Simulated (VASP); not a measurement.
# Fe (Fmmm) in VASP: a series of runs

Runs on Fe. Level: LDA. Tasks: single point.

All numbers are computed with VASP 6.6.1; they aren't measurements. Logs are shortened: lines on timing, memory, paths and dates and some standing lists are left out, and cuts for length are marked.

### Step 1. The cell of the first run

Symmetry: Fmmm, No. 69, orthorhombic system. Conventional cell: a = 2.936 Å, b = 3.805 Å, c = 3.851 Å, α = 90.00°, β = 90.00°, γ = 90.00°. Within 3.2 Å of Fe (site symmetry mmm) lie 14 Fe at 2.40 to 2.94 Å.

### Step 2. Single point, LDA, collinear spin, ferromagnetic start (10.75 Å³/atom)

Input file INCAR:

```
  ALGO = Normal
  EDIFF = 1E-6
  ENCUT = 600
  GGA = CA
  GGA_COMPAT = F
  ISIF = 2
  ISMEAR = -1
  ISPIN = 2
  LASPH = T
  LCHARG = F
  LMAXMIX = 4
  LORBIT = 11
  LREAL = F
  LWAVE = F
  MAGMOM = 3
  NBANDS = 14
  NELM = 200
  PREC = Accurate
  SIGMA = 0.05
```

Input file KPOINTS:

```
k-points
0
Gamma
  16 16 16
```

Input file POSCAR:

```
Fe
1.0
    0.0000000000      1.9024384199      1.9253309689
    1.4681109357      0.0000000000      1.9253309689
    1.4681109357      1.9024384199      0.0000000000
Fe
1
Direct
    0.0000000000      0.0000000000      0.0000000000
```

Potentials or basis: VASP PAW LDA potentials, release 64 (Fe).

The run is started by

```
$ cat potpaw_LDA.64/Fe/POTCAR > POTCAR
$ mpirun -np 1 vasp_std > vasp.out
```

OUTCAR:

```text
EDIFF = 1E-6
   ENCUT = 600
   GGA = CA
   ISIF = 2
   ISMEAR = -1
   ISPIN = 2
   LASPH = T
   LORBIT = 11
   LREAL = F
   NELM = 200
   PREC = Accurate

 ion  position               nearest neighbor table
   1  0.000  0.000  0.000-

  LATTYP: Found a face centered orthorhombic cell.
 ALAT       =     2.9362218714
 B/A-ratio  =     1.2958410524
 C/A-ratio  =     1.3114342534

  Lattice vectors:

 A1 = (   0.0000000000,   1.9024384199,   1.9253309689)
 A2 = (   1.4681109357,   0.0000000000,   1.9253309689)
 A3 = (   1.4681109357,   1.9024384199,   0.0000000000)

Analysis of symmetry for initial positions (statically):
=====================================================================
 Subroutine PRICEL returns:
 Original cell was already a primitive cell.

 Routine SETGRP: Setting up the symmetry group for a
 face centered orthorhombic supercell.

 Subroutine GETGRP returns: Found  8 space group operations
 (whereof  8 operations were pure point group operations)
 out of a pool of  8 trial point group operations.

The static configuration has the point symmetry D_2h.

Analysis of symmetry for dynamics (positions and initial velocities):
=====================================================================
 Subroutine PRICEL returns:
 Original cell was already a primitive cell.

 Routine SETGRP: Setting up the symmetry group for a
 face centered orthorhombic supercell.

 Subroutine GETGRP returns: Found  8 space group operations
 (whereof  8 operations were pure point group operations)
 out of a pool of  8 trial point group operations.

The dynamic configuration has the point symmetry D_2h.

Analysis of structural, dynamic, and magnetic symmetry:
=====================================================================
 Subroutine PRICEL returns:
 Original cell was already a primitive cell.

 Routine SETGRP: Setting up the symmetry group for a
 face centered orthorhombic supercell.

 Subroutine GETGRP returns: Found  8 space group operations
 (whereof  8 operations were pure point group operations)
 out of a pool of  8 trial point group operations.

The overall configuration has the point symmetry D_2h.

 Subroutine INISYM returns: Found  8 space group operations
 (whereof  8 operations are pure point group operations),
 and found     1 'primitive' translations

----------------------------------------------------------------------------------------

                                     Primitive cell

  volume of cell :      10.7549

  direct lattice vectors                    reciprocal lattice vectors
     0.000000000  1.902438420  1.925330969    -0.340573718  0.262820596  0.259695610
     1.468110936  0.000000000  1.925330969     0.340573718 -0.262820596  0.259695610
     1.468110936  1.902438420  0.000000000     0.340573718  0.262820596 -0.259695610

  length of vectors
     2.706690097  2.421208182  2.403044249     0.502500680  0.502500680  0.502500680

  position of ions in fractional coordinates (direct lattice)
     0.000000000  0.000000000  0.000000000

  ion indices of the primitive-cell ions
   primitive index   ion index
                 1           1

----------------------------------------------------------------------------------------

 KPOINTS: k-points

Automatic generation of k-mesh.
 Grid dimensions read from file:
 generate k-points for:   16   16   16

 Generating k-lattice:

  Cartesian coordinates                     Fractional coordinates (reciprocal lattice)
    -0.021285857  0.016426287  0.016230976     0.062500000  0.000000000 -0.000000000
     0.021285857 -0.016426287  0.016230976     0.000000000  0.062500000  0.000000000
     0.021285857  0.016426287 -0.016230976    -0.000000000  0.000000000  0.062500000

  Length of vectors
     0.031406292  0.031406292  0.031406292

  Shift w.r.t. Gamma in fractional coordinates (k-lattice)
     0.000000000  0.000000000  0.000000000

 Subroutine IBZKPT returns following result:
 ===========================================

 Found    621 irreducible k-points:

 Following reciprocal coordinates:
            Coordinates               Weight
  0.000000  0.000000  0.000000      1.000000
  0.062500  0.000000 -0.000000      8.000000
  0.125000  0.000000 -0.000000      8.000000
  0.187500  0.000000 -0.000000      8.000000
  0.250000  0.000000 -0.000000      8.000000
  0.312500  0.000000  0.000000      8.000000
[... 16 lines left out ...]
 -0.125000  0.062500  0.000000      8.000000
 -0.062500  0.062500  0.000000      4.000000
 [... further k-points ...]
   k-points           NKPTS =    621   k-points in BZ     NKDIM =    621   number of bands    NBANDS=     14
   number of dos      NEDOS =    301   number of ions     NIONS =      1
   total plane-waves  NPLWV =   9600
   dimension x,y,z NGX =    24 NGY =   20 NGZ =   20
   dimension x,y,z NGXF=    48 NGYF=   40 NGZF=   40
   ions per type =               1
   NGX,Y,Z   is equivalent  to a cutoff of  14.74, 13.73, 13.84 a.u.
   NGXF,Y,Z  is equivalent  to a cutoff of  29.48, 27.46, 27.67 a.u.
 SYSTEM =  unknown system
   PREC   = accura    normal or accurate (medium, high low for compatibility)
   ISTART =      0    job   : 0-new  1-cont  2-samecut
   ICHARG =      2    charge: 1-file 2-atom 10-const
   ISPIN  =      2    spin polarized calculation?
   LNONCOLLINEAR =      F non collinear calculations
   LSORBIT =      F    spin-orbit coupling
   LASPH  =      T    aspherical Exc in radial PAW
   ENCUT  =  600.0 eV  44.10 Ry    6.64 a.u.   5.41  4.84  4.80*2*pi/ulx,y,z
   NELM   =    200;   NELMIN=  2; NELMDL= -5     # of ELM steps
   EDIFF  = 0.1E-05   stopping-criterion for ELM
   LREAL  =      F    real-space projection
   EDIFFG = 0.1E-04   stopping-criterion for IOM
   NSW    =      0    number of steps for IOM
   IBRION =     -1    ionic relax: 0-MD 1-quasi-New 2-CG
   NFREE  =      0    steps in history (QN), initial steepest desc. (CG)
   ISIF   =      2    stress and relaxation
   ISYM   =      2    0-nonsym 1-usesym 2-fastsym
   POTIM  = 0.5000    time-step for ionic-motion
   TEBEG  =    0.0;   TEEND  =   0.0 temperature during run
   PSTRESS=    0.0 pullay stress
   NELECT =       8.0000    total number of electrons
   NUPDOWN=      -1.0000    fix difference up-down
   EMIN   =  10.00;   EMAX   =-10.00  energy-range for DOS
   EFERMI =   0.00;   METHOD = LEGACY
   ISMEAR =    -1;   SIGMA  =   0.05  broadening in eV -4-tet -1-fermi 0-gaus
   EFERMI_NEDOS =   21; number of points for ismear=-14 and -15
   IALGO  =     38    algorithm
   IMIX   =      4    mixing-type and parameters
     AMIX     =   0.40;   BMIX     =  1.00
     AMIX_MAG =   1.60;   BMIX_MAG =  1.00
  volume/ion in A,a.u.               =      10.75        72.58
  Fermi-wavevector in a.u.,A,eV,Ry     =   1.483326  2.803079 29.936290  2.200255
  Thomas-Fermi vector in A             =   2.597001
   LORBIT       =     11    0 simple, 1 ext, 2 COOP (PROOUT), +10 PAW based schemes
   GGA     = CA    functional components
   LHFCALC =     F    Hartree Fock is set to
   AEXX    =    0.0000 exact exchange contribution
   IVDW    =     0    specifies the selected vdW correction
   LEPSILON=     F    determine dielectric tensor
   LRPA    =     F    only Hartree local field effects (RPA)
 spin polarized calculation
  energy-cutoff  :      600.00
  volume of cell :       10.75
 maximum number of plane-waves:       378
 NGX is ok and might be reduce to    24
   NGX = 11   NGY =  9   NGZ =  9

 number of electron       8.0000002 magnetization       1.9882151

 Free energy of the ion-electron system (eV)
  ---------------------------------------------------
  ext. energy  EPLUGINS =         0.00000000
  ---------------------------------------------------
  free energy    TOTEN  =        -9.19634995 eV

  energy without entropy =       -9.18675494  energy(sigma->0) =       -9.19155245

 E-fermi :   6.3341     XC(G=0): -13.7291

 val. band max:        6.3339500600   @ k =  -0.0625   0.2500   0.3125
 cond. band min:       6.3344386586   @ k =  -0.0625   0.5000   0.4375
 fundamental gap:      0.0004885986
 Fermi energy:         6.3341044882

 spin component 1

 k-point     1 :       0.0000    0.0000    0.0000
  band No.  band energies     occupation
      1      -2.5663      1.00000
      2       3.7294      1.00000
      3       3.8409      1.00000
      4       4.2489      1.00000
      5       5.1044      1.00000
      6       5.5562      1.00000
      7      30.5540      0.00000
      8      32.1192      0.00000
      9      32.4069      0.00000
     10      36.7496      0.00000
     11      37.7706      0.00000
     12      38.4840      0.00000
     13      38.7523      0.00000
     14      38.8466      0.00000
[... 375 lines left out ...]
 k-point    24 :      -0.0625    0.0625    0.0000
  band No.  band energies     occupation
      1      -2.0884      1.00000
      2       3.7909      1.00000
      3       3.7974      1.00000
      4       4.3868      1.00000
      5       4.9900      1.00000
      6       5.5123      1.00000
      7      28.8116      0.00000
      8      30.5783      0.00000
      9      31.9534      0.00000
     10      35.7964      0.00000
     11      36.3672      0.00000
     12      38.0851      0.00000
     13      38.2901      0.00000
     14      40.6038      0.00000

 [... further k-points ...]

 spin component 2

 k-point     1 :       0.0000    0.0000    0.0000
  band No.  band energies     occupation
      1      -2.1969      1.00000
      2       5.2985      1.00000
      3       5.4377      1.00000
      4       5.9411      0.99961
      5       7.1477      0.00000
      6       7.7480      0.00000
      7      30.7088      0.00000
      8      32.2989      0.00000
      9      32.6032      0.00000
     10      37.3126      0.00000
     11      38.1351      0.00000
     12      39.2961      0.00000
     13      39.5249      0.00000
     14      39.6230      0.00000
[... 375 lines left out ...]
 k-point    24 :      -0.0625    0.0625    0.0000
  band No.  band energies     occupation
      1      -1.7156      1.00000
      2       5.3712      1.00000
      3       5.3753      1.00000
      4       6.0777      0.99411
      5       7.0059      0.00000
      6       7.6986      0.00000
      7      29.2078      0.00000
      8      30.9701      0.00000
      9      32.1809      0.00000
     10      36.3322      0.00000
     11      37.0086      0.00000
     12      38.6928      0.00000
     13      38.8371      0.00000
     14      41.3566      0.00000

 [... further k-points ...]
[... 5 lines left out ...]
  --------------------------------------------------------------------------------------
  -------------------------------------------------------------------------------------
  Total       -1.0351473     -0.2706392     -0.4323234      0.0000000      0.0000000      0.0000000
  in kB     -154.2083353    -40.3177655    -64.4042328      0.0000000      0.0000000      0.0000000
  external PRESSURE =     -86.3101112 kB  Pullay stress =       0.0000000 kB

 VOLUME and BASIS-vectors are now :
 -----------------------------------------------------------------------------
  energy-cutoff  :      600.00
  volume of cell :       10.75
      direct lattice vectors                 reciprocal lattice vectors
     0.000000000  1.902438420  1.925330969    -0.340573718  0.262820596  0.259695610
     1.468110936  0.000000000  1.925330969     0.340573718 -0.262820596  0.259695610
     1.468110936  1.902438420  0.000000000     0.340573718  0.262820596 -0.259695610

 POSITION                                       TOTAL-FORCE (eV/Angst)
 -----------------------------------------------------------------------------------
      0.00000      0.00000      0.00000         0.000000      0.000000      0.000000
 -----------------------------------------------------------------------------------
    total drift:                                0.000000      0.000000      0.000000

  FREE ENERGIE OF THE ION-ELECTRON SYSTEM (eV)
  ---------------------------------------------------
  free  energy   TOTEN  =        -9.1963499516 eV

  energy  without entropy=       -9.1867549438  energy(sigma->0) =       -9.19155245

 total charge

# of ion       s       p       d       tot
------------------------------------------
    1        0.512   0.584   6.302   7.399

 magnetization (x)

# of ion       s       p       d       tot
------------------------------------------
    1       -0.010  -0.033   2.002   1.959
```

Run time: 3.2 min. Hardware: 1 thread of Intel Xeon 8259CL, shared host; peak memory 0.28 GiB.

Results:

* Free energy: -9.1963 eV
* Pressure: -8.6 GPa
* Band gap on the k mesh: zero (filled and empty bands overlap)
* Net moment: 1.99 μB per cell
* Site moments: Fe +1.96 μB
* Valence electrons inside the program's atomic spheres: Fe 7.40

Stress tensor (GPa, compression positive):
```
-15.42   0.00   0.00
  0.00  -4.03   0.00
  0.00   0.00  -6.44
```

Levels at points of the mesh, in eV from the Fermi level:
Spin up:
```tsv
k point	band 2	band 3	band 4	band 5	band 6	band 7	band 8	band 9
(0.00, 0.00, 0.00)	-2.60	-2.49	-2.09	-1.23	-0.78	24.22	25.79	26.07
(0.50, 0.00, 0.00)	-3.40	-1.30	-0.63	0.15	0.48	7.56	19.27	21.84
(0.50, 0.50, 0.00)	-4.03	-0.59	-0.50	0.56	0.74	8.29	17.70	19.30
(0.50, 0.00, 0.50)	-3.99	-0.63	-0.56	0.63	0.97	8.57	17.46	19.06
(0.00, 0.50, 0.50)	-5.05	0.14	0.25	0.35	8.07	11.24	11.26	15.09
```
Spin down:
```tsv
k point	band 1	band 2	band 3	band 4	band 5	band 6	band 7
(0.00, 0.00, 0.00)	-8.53	-1.04	-0.90	-0.39	0.81	1.41	24.37
(0.50, 0.00, 0.00)	-4.14	-1.90	0.51	0.71	1.50	2.36	8.80
(0.50, 0.50, 0.00)	-4.14	-2.63	1.12	1.51	1.65	2.42	9.52
(0.50, 0.00, 0.50)	-4.13	-2.58	1.35	1.45	1.59	2.47	9.79
(0.00, 0.50, 0.50)	-3.80	-3.58	2.03	2.08	2.17	8.51	11.69
```

Caveat: the cell stands under tension.

### Step 3. Single point, LDA, collinear spin, ferromagnetic start (11.21 Å³/atom)

This run uses another cell than the first one, of 11.21 Å³/atom.

Input file INCAR:

```
ALGO = Normal
EDIFF = 1E-6
ENCUT = 600
GGA = CA
GGA_COMPAT = F
ISIF = 2
ISMEAR = -1
ISPIN = 2
LASPH = T
LCHARG = F
LMAXMIX = 4
LORBIT = 11
LREAL = F
LWAVE = F
MAGMOM = 3
NBANDS = 14
NELM = 200
PREC = Accurate
SIGMA = 0.05
```

KPOINTS is that of step 2.

Input file POSCAR:

```
Fe
1.0
    0.0000000000      1.9287074879      1.9519161397
    1.4883827645      0.0000000000      1.9519161397
    1.4883827645      1.9287074879      0.0000000000
Fe
1
Direct
    0.0000000000      0.0000000000      0.0000000000
```

Potentials or basis: VASP PAW LDA potentials, release 64 (Fe).

The run is started by

```
$ cat potpaw_LDA.64/Fe/POTCAR > POTCAR
$ mpirun -np 1 vasp_std > vasp.out
```

Wall time 3.2 min (1 thread of Intel Xeon 8259CL, shared host); peak memory 0.28 GiB.

It converged, with:

```
Free energy                                           : -9.1614 eV
Pressure                                              : -16.0 GPa
Net moment                                            : 2.09 μB per cell
Site moments                                          : Fe +2.06 μB
Valence electrons inside the program's atomic spheres : Fe 7.31
```

Stress tensor (GPa, compression positive):
```
-22.12   0.00   0.00
  0.00 -12.14   0.00
  0.00   0.00 -13.86
```

Levels at points of the mesh, in eV from the Fermi level:
Spin up:
| k point | band 1 | band 2 | band 3 | band 4 | band 5 | band 6 | band 7 | band 8 | band 9 | band 10 |
| --- | --- | --- | --- | --- | --- | --- | --- | --- | --- | --- |
| (0.00, 0.00, 0.00) | -8.65 | -2.50 | -2.40 | -2.02 | -1.21 | -0.79 | 23.86 | 25.37 | 25.64 | 29.73 |
| (0.50, 0.00, 0.00) | -5.02 | -3.25 | -1.28 | -0.65 | 0.18 | 0.39 | 7.18 | 18.93 | 21.16 | 24.18 |
| (0.50, 0.50, 0.00) | -5.06 | -3.84 | -0.62 | -0.54 | 0.47 | 0.74 | 7.90 | 17.35 | 18.70 | 22.54 |
| (0.50, 0.00, 0.50) | -5.06 | -3.81 | -0.65 | -0.59 | 0.53 | 0.97 | 8.17 | 17.12 | 18.46 | 22.32 |
| (0.00, 0.50, 0.50) | -4.99 | -4.79 | 0.07 | 0.17 | 0.27 | 7.83 | 10.93 | 10.93 | 14.66 | 16.66 |
Spin down:
```csv
k point,band 1,band 2,band 3,band 4,band 5,band 6,band 7,band 8
"(0.00, 0.00, 0.00)",-8.27,-0.85,-0.71,-0.24,0.91,1.48,24.01,25.55
"(0.50, 0.00, 0.00)",-3.86,-1.66,0.54,0.80,1.56,2.37,8.47,19.21
"(0.50, 0.50, 0.00)",-3.84,-2.36,1.12,1.56,1.70,2.43,9.17,17.71
"(0.50, 0.00, 0.50)",-3.83,-2.31,1.35,1.51,1.63,2.47,9.44,17.47
"(0.00, 0.50, 0.50)",-3.47,-3.27,2.06,2.11,2.19,8.29,11.38,11.40
```

Caveat: the cell stands under tension.
